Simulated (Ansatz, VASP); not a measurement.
# One calculation of PbS, two programs

```
CELL_PARAMETERS angstrom
4.30102 0.00000 0.00000
0.00000 4.30102 0.00000
0.00000 0.00000 6.08389
ATOMIC_POSITIONS crystal
Pb 0.50000 0.00000 0.74971
Pb 0.00000 0.50000 0.25029
S 0.50000 0.00000 0.25036
S 0.00000 0.50000 0.74964
```

Alike in both runs: functional RPBE; k mesh 8 × 8 × 6; occupations gaussian, width 0.02 eV; no spin polarisation.

Ansatz relaxed the structure, and its values are those at the end. VASP's run is a single point on that final structure, the one shown.

|  | VASP | Ansatz |
| --- | --- | --- |
| version | VASP 6.6.1 | Ansatz 0.2.0 |
| potentials or method | VASP PAW PBE potentials, release 64 (Pb_d, S) | scalar-relativistic, plane waves, PAW |
| plane-wave cutoff (eV) | 520 | 420 |
| valence electrons in the cell | 40 | 40 |

```csv
,VASP,Ansatz,Ansatz less VASP
gap on the k mesh at the Fermi level (eV),0.72,0.71,-0.006
pressure (GPa),-0.1,0.0,+0.08
```

VASP's potentials were made for PBE, not for RPBE.

Spin-orbit coupling is off throughout.
